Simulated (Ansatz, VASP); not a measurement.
Se in VASP and in Ansatz

```
CELL_PARAMETERS angstrom
5.72669 0.00000 0.00000
0.00000 5.72669 0.00000
0.00000 0.00000 5.72669
ATOMIC_POSITIONS crystal
Se 0.00000 0.00000 0.00000
Se 0.50000 0.50000 0.50000
Se 0.25000 0.00000 0.50000
Se 0.75000 0.00000 0.50000
Se 0.50000 0.25000 0.00000
Se 0.50000 0.75000 0.00000
Se 0.00000 0.50000 0.25000
Se 0.00000 0.50000 0.75000
```

Alike in both runs: functional BLYP; k mesh 5 × 5 × 5; occupations fermi-dirac, width 0.1 eV; no spin polarisation.

Ansatz relaxed the structure, and its values are those at the end. VASP's run is a single point on that final structure, the one shown.

```csv
,VASP,Ansatz
version,VASP 6.6.1,Ansatz 0.2.0
potentials or method,"VASP PAW PBE potentials, release 64 (Se), cutoff 520 eV","plane waves (420 eV) with PAW, scalar-relativistic"
valence electrons in the cell,48,128
```

```tsv
	VASP	Ansatz	Ansatz less VASP
pressure (GPa)	0.1	0.0	-0.11
```

VASP's potentials were made for PBE, not for BLYP. VASP's potentials hold 48 valence electrons a cell and Ansatz's 128, so a difference there can come from the potentials and not from the codes.
